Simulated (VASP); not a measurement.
# Ru (Pm-3m) in VASP: a series of runs

Runs on Ru. Level: RPBE. Tasks: single point.

Program: VASP 6.6.1. These are calculated values, not measurements. Logs are shortened: lines on timing, memory, paths and dates and some standing lists are left out, and cuts for length are marked.

## (1) The cell of the first run

The structure is cubic, space group Pm-3m (No. 221). The conventional cell has a = 2.527 Å, b = 2.527 Å, c = 2.527 Å, α = 90.00°, β = 90.00°, γ = 90.00°. Within 3.3 Å of Ru (site symmetry m-3m) lie 6 Ru at 2.53 Å.

## (2) Single point, RPBE

Contents of INCAR:

```
ALGO = Normal
EDIFF = 1E-6
ENCUT = 520
GGA = RP
ISIF = 2
ISMEAR = -1
LASPH = T
LCHARG = F
LREAL = F
LWAVE = F
NBANDS = 13
NELM = 80
PREC = Accurate
SIGMA = 0.1
```

Contents of KPOINTS:

```
k-points
0
Gamma
  13 13 13
```

Contents of POSCAR:

```
Ru
1.0
    2.5265968697      0.0000000000      0.0000000000
    0.0000000000      2.5265968697      0.0000000000
    0.0000000000      0.0000000000      2.5265968697
Ru
1
Direct
    0.0000000000      0.0000000000      0.0000000000
```

Potentials or basis: VASP PAW PBE potentials, release 64 (Ru_pv).

Command:

```bash
cat potpaw_PBE.64/Ru_pv/POTCAR > POTCAR
mpirun -np 1 vasp_std > vasp.out
```

OUTCAR:

```text
EDIFF = 1E-6
   ENCUT = 520
   GGA = RP
   ISIF = 2
   ISMEAR = -1
   LASPH = T
   LREAL = F
   NELM = 80
   PREC = Accurate

 ion  position               nearest neighbor table
   1  0.000  0.000  0.000-

  LATTYP: Found a simple cubic cell.
 ALAT       =     2.5265968697

  Lattice vectors:

 A1 = (   2.5265968697,   0.0000000000,   0.0000000000)
 A2 = (   0.0000000000,   2.5265968697,   0.0000000000)
 A3 = (   0.0000000000,   0.0000000000,   2.5265968697)

Analysis of symmetry for initial positions (statically):
=====================================================================
 Subroutine PRICEL returns:
 Original cell was already a primitive cell.

 Routine SETGRP: Setting up the symmetry group for a
 simple cubic supercell.

 Subroutine GETGRP returns: Found 48 space group operations
 (whereof 48 operations were pure point group operations)
 out of a pool of 48 trial point group operations.

The static configuration has the point symmetry O_h .

Analysis of symmetry for dynamics (positions and initial velocities):
=====================================================================
 Subroutine PRICEL returns:
 Original cell was already a primitive cell.

 Routine SETGRP: Setting up the symmetry group for a
 simple cubic supercell.

 Subroutine GETGRP returns: Found 48 space group operations
 (whereof 48 operations were pure point group operations)
 out of a pool of 48 trial point group operations.

The dynamic configuration has the point symmetry O_h .

 Subroutine INISYM returns: Found 48 space group operations
 (whereof 48 operations are pure point group operations),
 and found     1 'primitive' translations

----------------------------------------------------------------------------------------

                                     Primitive cell

  volume of cell :      16.1290

  direct lattice vectors                    reciprocal lattice vectors
     2.526596870  0.000000000  0.000000000     0.395789297  0.000000000  0.000000000
     0.000000000  2.526596870  0.000000000     0.000000000  0.395789297  0.000000000
     0.000000000  0.000000000  2.526596870     0.000000000  0.000000000  0.395789297

  length of vectors
     2.526596870  2.526596870  2.526596870     0.395789297  0.395789297  0.395789297

  position of ions in fractional coordinates (direct lattice)
     0.000000000  0.000000000  0.000000000

  ion indices of the primitive-cell ions
   primitive index   ion index
                 1           1
[... 73 lines left out ...]
   LREAL  =      F    real-space projection
   EDIFFG = 0.1E-04   stopping-criterion for IOM
   NSW    =      0    number of steps for IOM
   IBRION =     -1    ionic relax: 0-MD 1-quasi-New 2-CG
   NFREE  =      0    steps in history (QN), initial steepest desc. (CG)
   ISIF   =      2    stress and relaxation
   ISYM   =      2    0-nonsym 1-usesym 2-fastsym
   POTIM  = 0.5000    time-step for ionic-motion
   TEBEG  =    0.0;   TEEND  =   0.0 temperature during run
   PSTRESS=    0.0 pullay stress
   NELECT =      14.0000    total number of electrons
   NUPDOWN=      -1.0000    fix difference up-down
   EMIN   =  10.00;   EMAX   =-10.00  energy-range for DOS
   EFERMI =   0.00;   METHOD = LEGACY
   ISMEAR =    -1;   SIGMA  =   0.10  broadening in eV -4-tet -1-fermi 0-gaus
   EFERMI_NEDOS =   21; number of points for ismear=-14 and -15
   IALGO  =     38    algorithm
   IMIX   =      4    mixing-type and parameters
     AMIX     =   0.40;   BMIX     =  1.00
     AMIX_MAG =   1.60;   BMIX_MAG =  1.00
  volume/ion in A,a.u.               =      16.13       108.84
  Fermi-wavevector in a.u.,A,eV,Ry     =   1.561642  2.951076 33.180889  2.438727
  Thomas-Fermi vector in A             =   2.664678
   LORBIT       =      0    0 simple, 1 ext, 2 COOP (PROOUT), +10 PAW based schemes
   GGA     = RP    functional components
   LHFCALC =     F    Hartree Fock is set to
   AEXX    =    0.0000 exact exchange contribution
   IVDW    =     0    specifies the selected vdW correction
   LEPSILON=     F    determine dielectric tensor
   LRPA    =     F    only Hartree local field effects (RPA)
 non-spin polarized calculation
  energy-cutoff  :      520.00
  volume of cell :       16.13
 maximum number of plane-waves:       461
 NGX is ok and might be reduce to    20
   NGX =  9   NGY =  9   NGZ =  9

 number of electron      14.0000002 magnetization

 Free energy of the ion-electron system (eV)
  ---------------------------------------------------
  ext. energy  EPLUGINS =         0.00000000
  ---------------------------------------------------
  free energy    TOTEN  =        -7.50642536 eV

  energy without entropy =       -7.45692629  energy(sigma->0) =       -7.48167582

 E-fermi :  10.2767     XC(G=0): -12.8296

 val. band max:       10.2641300831   @ k =   0.3077   0.0769   0.0769
 cond. band min:      10.2959069239   @ k =   0.3846   0.0769   0.0000
 fundamental gap:      0.0317768409
 Fermi energy:        10.2766735522

 k-point     1 :       0.0000    0.0000    0.0000
  band No.  band energies     occupation
      1     -32.1164      2.00000
      2     -32.1164      2.00000
      3     -32.1164      2.00000
      4       3.2997      2.00000
      5       5.1038      2.00000
      6       5.1038      2.00000
      7      11.8346      0.00000
      8      11.8346      0.00000
      9      11.8346      0.00000
     10      21.3497      0.00000
     11      26.8222      0.00000
     12      26.8222      0.00000
     13      26.8222      0.00000
[... 354 lines left out ...]
  band No.  band energies     occupation
      1     -32.9010      2.00000
      2     -32.6935      2.00000
      3     -31.9830      2.00000
      4       5.5714      2.00000
      5       6.3540      2.00000
      6       9.8546      1.97106
      7       9.8949      1.95698
      8      10.4138      0.40468
      9      12.4325      0.00000
     10      19.0426      0.00000
     11      21.3496      0.00000
     12      24.4376      0.00000
     13      28.2791      0.00000

 [... further k-points ...]
[... 5 lines left out ...]
  --------------------------------------------------------------------------------------
  -------------------------------------------------------------------------------------
  Total        0.0027073      0.0027073      0.0027073      0.0000000      0.0000000     -0.0000000
  in kB        0.2689318      0.2689318      0.2689318      0.0000000      0.0000000     -0.0000000
  external PRESSURE =       0.2689318 kB  Pullay stress =       0.0000000 kB

 VOLUME and BASIS-vectors are now :
 -----------------------------------------------------------------------------
  energy-cutoff  :      520.00
  volume of cell :       16.13
      direct lattice vectors                 reciprocal lattice vectors
     2.526596870  0.000000000  0.000000000     0.395789297  0.000000000  0.000000000
     0.000000000  2.526596870  0.000000000     0.000000000  0.395789297  0.000000000
     0.000000000  0.000000000  2.526596870     0.000000000  0.000000000  0.395789297

 POSITION                                       TOTAL-FORCE (eV/Angst)
 -----------------------------------------------------------------------------------
      0.00000      0.00000      0.00000         0.000000      0.000000      0.000000
 -----------------------------------------------------------------------------------
    total drift:                               -0.000000      0.000000      0.000000

  FREE ENERGIE OF THE ION-ELECTRON SYSTEM (eV)
  ---------------------------------------------------
  free  energy   TOTEN  =        -7.5064253595 eV

  energy  without entropy=       -7.4569262890  energy(sigma->0) =       -7.48167582
```

stdout:

```text
POSCAR found type information on POSCAR Ru
 POSCAR found :  1 types and       1 ions
 scaLAPACK will be used
 -----------------------------------------------------------------------------
|                                                                             |
|                                                                             |
|     You enforced a specific xc type in the INCAR file but a different       |
|     I HOPE YOU KNOW WHAT YOU ARE DOING!                                     |
|                                                                             |
 -----------------------------------------------------------------------------

 LDA part: xc-table for (Slater+PW92), standard interpolation
 POSCAR, INCAR and KPOINTS ok, starting setup
 FFT: planning ... GRIDC
 FFT: planning ... GRID_SOFT
 FFT: planning ... GRID
 WAVECAR not read
 entering main loop
```

Run time: 7 s. Hardware: 1 thread of Intel Xeon 6975P-C, shared host; peak memory 0.13 GiB.

What came out:

```yaml
Free_energy: -7.5064 eV
Pressure: 0.0 GPa
Band_gap_on_the_k_mesh: zero (band 7 reaches 13.58 eV, above the bottom of band 8 at 9.38 eV)
```

Levels at points of the mesh, in eV from the Fermi level:
```
           k point  band 4  band 5  band 6  band 7  band 8  band 9  band 10  band 11
(0.00, 0.00, 0.00)   -6.98   -5.17   -5.17    1.56    1.56    1.56    11.07    16.55
```

Caveat: the PAW data sets were made with another functional, which shifts forces and pressure a little.

## (3) Single point, RPBE (volume scaled by 0.96)

Contents of INCAR:

```
ALGO = Normal
EDIFF = 1E-7
ENCUT = 520
GGA = RP
ISIF = 2
ISMEAR = -1
LASPH = True
LCHARG = False
LREAL = False
LWAVE = False
NBANDS = 13
NELM = 60
PREC = Accurate
SIGMA = 0.1
```

Contents of KPOINTS:

```
k-points
0
Gamma
  14 14 14
```

Contents of POSCAR:

```
Ru
1.0
    2.4924494828      0.0000000000      0.0000000000
    0.0000000000      2.4924494828      0.0000000000
    0.0000000000      0.0000000000      2.4924494828
Ru
1
Direct
    0.0000000000      0.0000000000      0.0000000000
```

Potentials or basis: VASP PAW PBE potentials, release 64 (Ru_pv).

Command:

```bash
cat potpaw_PBE.64/Ru_pv/POTCAR > POTCAR
mpirun -np 1 vasp_std > vasp.out
```

Run time: 9.4 s. Hardware: 1 thread of Intel Xeon 6975P-C, shared host; peak memory 0.14 GiB.

It converged, with:

```yaml
Free_energy: -7.4877 eV
Pressure: 9.5 GPa
Band_gap_on_the_k_mesh: zero (band 7 reaches 14.74 eV, above the bottom of band 8 at 10.16 eV)
```

Levels at points of the mesh, in eV from the Fermi level:
```
           k point  band 3  band 4  band 5  band 6  band 7  band 8  band 9  band 10  band 11  band 12
(0.00, 0.00, 0.00)  -42.41   -7.22   -5.47   -5.47    1.67    1.67    1.67    11.03    16.86    16.86
(0.50, 0.00, 0.00)  -42.31   -4.69   -4.50   -1.02   -1.02   -0.26    1.94     7.56    11.03    16.45
(0.50, 0.50, 0.00)  -42.21   -6.23   -3.66   -0.49   -0.49    3.63    5.79     5.79    11.03    13.95
(0.50, 0.50, 0.50)  -43.24   -4.84   -4.84   -4.84    3.81    3.81    9.11    11.03    12.95    12.95
```

Caveat: the PAW data sets were made with another functional, which shifts forces and pressure a little.

## (4) Single point, RPBE

Contents of INCAR:

```
ALGO = Normal
EDIFF = 1E-6
ENCUT = 520
GGA = RP
ISIF = 2
ISMEAR = -1
LASPH = T
LCHARG = F
LREAL = F
LWAVE = F
NBANDS = 13
NELM = 60
PREC = Accurate
SIGMA = 0.1
```

KPOINTS is that of step 3.

Contents of POSCAR:

```
Ru
1.0
    2.5265968697      0.0000000000      0.0000000000
    0.0000000000      2.5265968697      0.0000000000
    0.0000000000      0.0000000000      2.5265968697
Ru
1
Direct
    0.0000000000      0.0000000000      0.0000000000
```

Command:

```bash
cat potpaw_PBE.64/Ru_pv/POTCAR > POTCAR
mpirun -np 1 vasp_std > vasp.out
```

Wall time 9.2 s (1 thread of Intel Xeon 6975P-C, shared host); peak memory 0.14 GiB.

The run converged. Its results:

```yaml
Free_energy: -7.5070 eV
Pressure: 0.2 GPa
Band_gap_on_the_k_mesh: zero (band 7 reaches 13.84 eV, above the bottom of band 8 at 9.54 eV)
```

Levels at points of the mesh, in eV from the Fermi level:
```csv
k point,band 4,band 5,band 6,band 7,band 8,band 9,band 10,band 11
"(0.00, 0.00, 0.00)",-6.97,-5.16,-5.16,1.57,1.57,1.57,11.08,16.55
"(0.50, 0.00, 0.00)",-4.44,-4.32,-0.95,-0.95,-0.18,1.81,7.18,11.09
"(0.50, 0.50, 0.00)",-5.86,-3.48,-0.45,-0.45,3.41,5.65,5.65,11.08
"(0.50, 0.50, 0.50)",-4.54,-4.54,-4.54,3.57,3.57,9.23,11.08,12.49
```

Caveat: the PAW data sets were made with another functional, which shifts forces and pressure a little.

## (5) Single point, RPBE (volume scaled by 1.04)

Contents of INCAR:

```
SYSTEM = Ru
PREC = Accurate ; ENCUT = 520
EDIFF = 1E-6 ; ISMEAR = -1
SIGMA = 0.1 ; LREAL = .FALSE.
LASPH = .TRUE. ; NELM = 60
ALGO = Normal ; ISIF = 2
LWAVE = .FALSE. ; LCHARG = .TRUE.
GGA = RP ; LELF = .TRUE.
LVHAR = .TRUE. ; NBANDS = 13
```

Contents of KPOINTS:

```
regular mesh
0
G
  14 14 14
  0 0 0
```

Contents of POSCAR:

```
Ru
1.0
    2.5598453782      0.0000000000      0.0000000000
    0.0000000000      2.5598453782      0.0000000000
    0.0000000000      0.0000000000      2.5598453782
Ru
1
Direct
    0.0000000000      0.0000000000      0.0000000000
```

Potentials or basis: VASP PAW PBE potentials, release 64 (Ru_pv).

Command:

```bash
cat potpaw_PBE.64/Ru_pv/POTCAR > POTCAR
mpirun -np 1 vasp_std > vasp.out
```

OUTCAR:

```text
SYSTEM = Ru
   PREC = Accurate
   ENCUT = 520
   EDIFF = 1E-6
   ISMEAR = -1
   LREAL = .FALSE.
   LASPH = .TRUE.
   NELM = 60
   ISIF = 2
   GGA = RP

 ion  position               nearest neighbor table
   1  0.000  0.000  0.000-

  LATTYP: Found a simple cubic cell.
 ALAT       =     2.5598453782

  Lattice vectors:

 A1 = (   2.5598453782,   0.0000000000,   0.0000000000)
 A2 = (   0.0000000000,   2.5598453782,   0.0000000000)
 A3 = (   0.0000000000,   0.0000000000,   2.5598453782)

[... 553 lines left out ...]
      5       6.1383      2.00000
      6       7.5611      2.00000
      7       9.3155      1.94105
      8      10.3878      0.00145
      9      10.4311      0.00094
     10      18.6711      0.00000
     11      20.8046      0.00000
     12      24.7012      0.00000
     13      28.2748      0.00000

 [... further k-points ...]
[... 5 lines left out ...]
  --------------------------------------------------------------------------------------
  -------------------------------------------------------------------------------------
  Total       -0.7524814     -0.7524814     -0.7524814     -0.0000000     -0.0000000      0.0000000
  in kB      -71.8728959    -71.8728959    -71.8728959     -0.0000000     -0.0000000      0.0000000
  external PRESSURE =     -71.8728959 kB  Pullay stress =       0.0000000 kB

 VOLUME and BASIS-vectors are now :
 -----------------------------------------------------------------------------
  energy-cutoff  :      520.00
  volume of cell :       16.77
      direct lattice vectors                 reciprocal lattice vectors
     2.559845378  0.000000000  0.000000000     0.390648595  0.000000000  0.000000000
     0.000000000  2.559845378  0.000000000     0.000000000  0.390648595  0.000000000
     0.000000000  0.000000000  2.559845378     0.000000000  0.000000000  0.390648595

 POSITION                                       TOTAL-FORCE (eV/Angst)
 -----------------------------------------------------------------------------------
      0.00000      0.00000      0.00000         0.000000      0.000000      0.000000
 -----------------------------------------------------------------------------------
    total drift:                                0.000000      0.000000      0.000000

  FREE ENERGIE OF THE ION-ELECTRON SYSTEM (eV)
  ---------------------------------------------------
  free  energy   TOTEN  =        -7.4927362554 eV

  energy  without entropy=       -7.4353055565  energy(sigma->0) =       -7.46402091
```

stdout:

```text
POSCAR found type information on POSCAR Ru
 POSCAR found :  1 types and       1 ions
 scaLAPACK will be used
 -----------------------------------------------------------------------------
|                                                                             |
|                                                                             |
|     You enforced a specific xc type in the INCAR file but a different       |
|     I HOPE YOU KNOW WHAT YOU ARE DOING!                                     |
|                                                                             |
 -----------------------------------------------------------------------------

 LDA part: xc-table for (Slater+PW92), standard interpolation
 POSCAR, INCAR and KPOINTS ok, starting setup
 FFT: planning ... GRIDC
 FFT: planning ... GRID_SOFT
 FFT: planning ... GRID
 WAVECAR not read
 entering main loop
```

Run time: 10 s. Hardware: 1 thread of Intel Xeon 6975P-C, shared host; peak memory 0.14 GiB.

What came out:

```
Free energy            : -7.4927 eV
Pressure               : -7.2 GPa
Band gap on the k mesh : zero (band 7 reaches 13.02 eV, above the bottom of band 8 at 8.96 eV)
```

Levels at points of the mesh, in eV from the Fermi level:
```csv
k point,band 5,band 6,band 7,band 8,band 9,band 10
"(0.00, 0.00, 0.00)",-4.89,-4.89,1.47,1.47,1.47,11.14
"(0.50, 0.00, 0.00)",-4.14,-0.88,-0.88,-0.11,1.70,6.83
"(0.50, 0.50, 0.00)",-3.32,-0.42,-0.42,3.20,5.52,5.52
"(0.50, 0.50, 0.50)",-4.27,-4.27,3.36,3.36,9.33,11.14
```

Caveat: the PAW data sets were made with another functional, which shifts forces and pressure a little.

## (6) Overview

| cell | k mesh | gap on the mesh (eV) | pressure (GPa) |
| --- | --- | --- | --- |
| a = 2.527 Å, 1 atom | 13 × 13 × 13 | none | 0.0 |
| a = 2.492 Å, 1 atom | 14 × 14 × 14 | none | 9.5 |
| a = 2.527 Å, 1 atom | 14 × 14 × 14 | none | 0.2 |
| a = 2.560 Å, 1 atom | 14 × 14 × 14 | none | -7.2 |

Alike in all rows: task single point; level RPBE; potentials or basis VASP PAW PBE potentials, release 64 (Ru_pv); no spin polarisation; cutoff (eV) 520; smearing fermi-dirac 0.1 eV.

Caveats: the PAW data sets were made with another functional, which shifts forces and pressure a little.

Absolute energies hang on the potentials; compare differences alone.
